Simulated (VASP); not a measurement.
A run of VASP 6.6.1:

INCAR

```
ALGO = Normal
EDIFF = 1E-6
ENCUT = 500
GGA = PE
GGA_COMPAT = False
ISIF = 2
ISMEAR = 0
LASPH = True
LCHARG = False
LREAL = False
LWAVE = False
NBANDS = 12
NELM = 120
PREC = Accurate
SIGMA = 0.1
```

The input KPOINTS:

```
k-points
0
Gamma
  9 9 14
```

The input POSCAR:

```
Al
1.0
    4.6805252882      0.0000000000      0.0000000000
   -2.3402626441      4.0534538026      0.0000000000
   -1.5601750961      0.0000000000      2.4955304667
Al
3
Direct
    0.3333333333      0.6666666667      0.0000000000
    0.0000000000      0.0000000000      0.0000000000
    0.6666666667      0.3333333333      0.0000000000
```

Potentials or basis: VASP PAW PBE potentials, release 64 (Al).

Launch:

```bash
$ cat potpaw_PBE.64/Al/POTCAR > POTCAR
$ mpirun -np 1 vasp_std > vasp.out
```

Hardware: 1 thread of Intel Xeon 8259CL (shared host).

Problem. Estimate the wall time of this run.

Solution. Wall time 2.7 min on 1 thread of Intel Xeon 8259CL, on a shared host, peak memory 0.27 GiB. Counts: scf iterations 10, k points 320.
